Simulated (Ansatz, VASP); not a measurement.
ZnBH6 in VASP and in Ansatz

```
CELL_PARAMETERS angstrom
0.00000 3.13461 3.13461
3.13461 0.00000 3.13461
3.13461 3.13461 0.00000
ATOMIC_POSITIONS crystal
Zn 0.00000 0.00000 0.00000
B 0.50000 0.50000 0.50000
H 0.71812 0.28188 0.28188
H 0.28188 0.71812 0.71812
H 0.28188 0.71812 0.28188
H 0.71812 0.28188 0.71812
H 0.28188 0.28188 0.71812
H 0.71812 0.71812 0.28188
```

Alike in both runs: functional PBE; k mesh 4 × 4 × 4; occupations gaussian, width 0.1 eV; no spin polarisation.

Ansatz relaxed the structure, and its values are those at the end. VASP's run is a single point on that final structure, the one shown.

|  | VASP | Ansatz |
| --- | --- | --- |
| version | VASP 6.6.1 | Ansatz 0.2.0 |
| potentials or method | VASP PAW PBE potentials, release 64 (Zn, B, H), cutoff 520 eV | scalar-relativistic, plane waves, PAW |
| valence electrons in the cell | 21 | 21 |

|  | VASP | Ansatz | Ansatz less VASP |
| --- | --- | --- | --- |
| gap on the k mesh at the Fermi level (eV) | none | none | - |
| pressure (GPa) | -0.3 | -0.4 | -0.02 |
| rms of the force components (eV/Å) | 0.007 | 0.001 | -0.0061 |

A gap of «none» marks a metal or a gap that the smearing closes. The functional is the same, so the differences come from potentials, cutoffs and numerics.

The k mesh is coarse, so the values compare programs but aren't converged.
